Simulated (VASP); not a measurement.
A run of VASP 6.6.1 is set up as follows.

Contents of INCAR:

```
  ALGO = Normal
  EDIFF = 1E-7
  EDIFFG = -0.03
  ENCUT = 500
  GGA_COMPAT = False
  IBRION = 2
  ISIF = 3
  ISMEAR = -1
  LASPH = True
  LCHARG = False
  LREAL = False
  LWAVE = False
  NELM = 120
  NELMIN = 4
  NSW = 80
  PREC = Accurate
  PSTRESS = 100.0
  SIGMA = 0.05
```

The input KPOINTS:

```
k-points
0
Gamma
  8 8 8
```

The input POSCAR:

```
Sb
1.0
    0.0000000000      2.4700000000      2.4700000000
    2.4700000000      0.0000000000      2.4700000000
    2.4700000000      2.4700000000      0.0000000000
Sb
1
Direct
    0.0000000000      0.0000000000      0.0000000000
```

Potentials or basis: VASP PAW LDA potentials, release 64 (Sb).

The run is started by

```sh
$ cat potpaw_LDA.64/Sb/POTCAR > POTCAR
$ mpirun -np 1 vasp_std > vasp.out
```

(1) What does it give for the relaxed cell?

(2) Estimate the relaxed volume.

(3) Estimate the space group after relaxing (to 0.1 Å).

(4) Predict the band gap on the k mesh.

## Answers

(1) a = 3.203 Å, b = 3.203 Å, c = 3.203 Å, α = 60.00°, β = 60.00°, γ = 60.00°.

(2) 23.24 Å³/atom.

(3) Fm-3m (No. 225).

(4) zero (an odd number of electrons rules out a gap without spin polarisation).

Caveat: the cell is relaxed towards a set pressure, so the run minimises the enthalpy, not the energy; the volume moved by over 15 % at a fixed basis, so the end points are rough; spin-orbit coupling is left out, which moves the levels of the heavy elements.
